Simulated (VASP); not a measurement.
Input of a VASP 6.6.1 run:

INCAR

```
PREC = Accurate
ENCUT = 520
EDIFF = 1E-6
ISMEAR = 0
SIGMA = 0.02
LREAL = Auto
LASPH = T
NELM = 80
ALGO = Normal
ISIF = 2
LWAVE = F
LCHARG = F
GGA = CA
NBANDS = 166
```

File KPOINTS:

```
regular mesh
0
Gamma
  3 3 3
```

POSCAR

```
GaAs
1.0
    5.6033815906     -5.6033815906      5.6033815906
   -5.6033815906     -5.6033815906     -5.6033815906
    5.6033815906      5.6033815906     -5.6033815906
Ga As
16 16
Direct
    0.5000000000      0.7500000000      0.7500000000
    0.7500000000      0.7500000000      0.5000000000
    0.7500000000      0.5000000000      0.7500000000
    0.0000000000      0.7500000000      0.2500000000
    0.0000000000      0.5000000000      0.5000000000
    0.0000000000      0.2500000000      0.7500000000
    0.2500000000      0.7500000000      0.0000000000
    0.2500000000      0.5000000000      0.2500000000
    0.2500000000      0.2500000000      0.5000000000
    0.2500000000      0.0000000000      0.7500000000
    0.5000000000      0.5000000000      0.0000000000
    0.5000000000      0.2500000000      0.2500000000
    0.5000000000      0.0000000000      0.5000000000
    0.7500000000      0.2500000000      0.0000000000
    0.7500000000      0.0000000000      0.2500000000
    0.0000000000      0.0000000000      0.0000000000
    0.5000000000      0.0000000000      0.7500000000
    0.7500000000      0.0000000000      0.5000000000
    0.7500000000      0.7500000000      0.7500000000
    0.0000000000      0.0000000000      0.2500000000
    0.0000000000      0.7500000000      0.5000000000
    0.0000000000      0.5000000000      0.7500000000
    0.2500000000      0.0000000000      0.0000000000
    0.2500000000      0.7500000000      0.2500000000
    0.2500000000      0.5000000000      0.5000000000
    0.2500000000      0.2500000000      0.7500000000
    0.5000000000      0.7500000000      0.0000000000
    0.5000000000      0.5000000000      0.2500000000
    0.5000000000      0.2500000000      0.5000000000
    0.7500000000      0.5000000000      0.0000000000
    0.7500000000      0.2500000000      0.2500000000
    0.0000000000      0.2500000000      0.0000000000
```

Potentials or basis: VASP PAW LDA potentials, release 64 (Ga_d, As).

Launch:

```bash
$ cat potpaw_LDA.64/Ga_d/POTCAR potpaw_LDA.64/As/POTCAR > POTCAR
$ mpirun -np 1 vasp_std > vasp.out
```

Problem. Predict the band gap on the k mesh.

Solution. 0.53 eV.

Problem. Predict the pressure.

Solution. 0.2 GPa.

Caveat: semilocal functionals underestimate gaps, and a narrow one can read as zero.
